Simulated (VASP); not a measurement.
Set up this calculation in VASP 6.6.1, as the native input.

```yaml
Task: relaxation of cell and atoms
Functional: PBE
Potentials_or_basis: VASP PAW PBE potentials, release 64 (Sn_d, Br, Cl)
Cutoff: 600 eV
k_mesh: 8 × 8 × 8
Occupations: gaussian, width 0.1 eV
Spin: no spin polarisation
Dipole_correction: no
Further_INCAR_settings: ALGO = Normal; EDIFF = 1e-06; IBRION = 2; EDIFFG = -0.01; NSW = 100; ISIF = 3
```

The structure of SnBr4Cl lies in POSCAR:

```
SnBr4Cl
1.0
    0.0000000000      4.4520166900      4.4520166900
    4.4520166900      0.0000000000      4.4520166900
    4.4520166900      4.4520166900      0.0000000000
Sn Br Cl
1 4 1
Direct
    0.7500000000      0.7500000000      0.7500000000
    0.8769448700      0.3743517100      0.3743517100
    0.3743517100      0.3743517100      0.3743517100
    0.3743517100      0.3743517100      0.8769448700
    0.3743517100      0.8769448700      0.3743517100
    0.0000000000      0.0000000000      0.0000000000
```

These files were run (other wordings do the same):

INCAR

```
SYSTEM = SnBr4Cl
PREC = Accurate
ENCUT = 600
EDIFF = 1E-6
ISMEAR = 0
SIGMA = 0.1
LREAL = .FALSE.
LASPH = .TRUE.
NELM = 60
ALGO = Normal
ISIF = 3
LWAVE = .FALSE.
LCHARG = .FALSE.
GGA = PE
IBRION = 2
NSW = 100
EDIFFG = -0.01
```

KPOINTS

```
regular mesh
0
G
  8 8 8
  0 0 0
```

Potentials or basis: VASP PAW PBE potentials, release 64 (Sn_d, Br, Cl).

Command:

```sh
$ cat potpaw_PBE.64/Sn_d/POTCAR potpaw_PBE.64/Br/POTCAR potpaw_PBE.64/Cl/POTCAR > POTCAR
$ mpirun -np 1 vasp_std > vasp.out
```

It gave:

```
Relaxed volume                         : 27.67 Å³/atom
Relaxed cell                           : a = 6.169 Å, b = 6.169 Å, c = 6.169 Å, α = 60.00°, β = 60.00°, γ = 60.00°
Space group after relaxing (to 0.05 Å) : F-43m (No. 216)
Energy gained by relaxing              : 9.7 meV/atom
Ionic steps                            : 5
Pressure after relaxing                : 0.0 GPa
Largest force after relaxing           : 0.009 eV/Å
```

Caveat: an odd number of electrons without spin polarisation forces a metal; a magnetic or distorted state may lie lower.

Wall time 21 min on 1 thread of AMD EPYC 7R13 (shared host), peak memory 0.46 GiB.
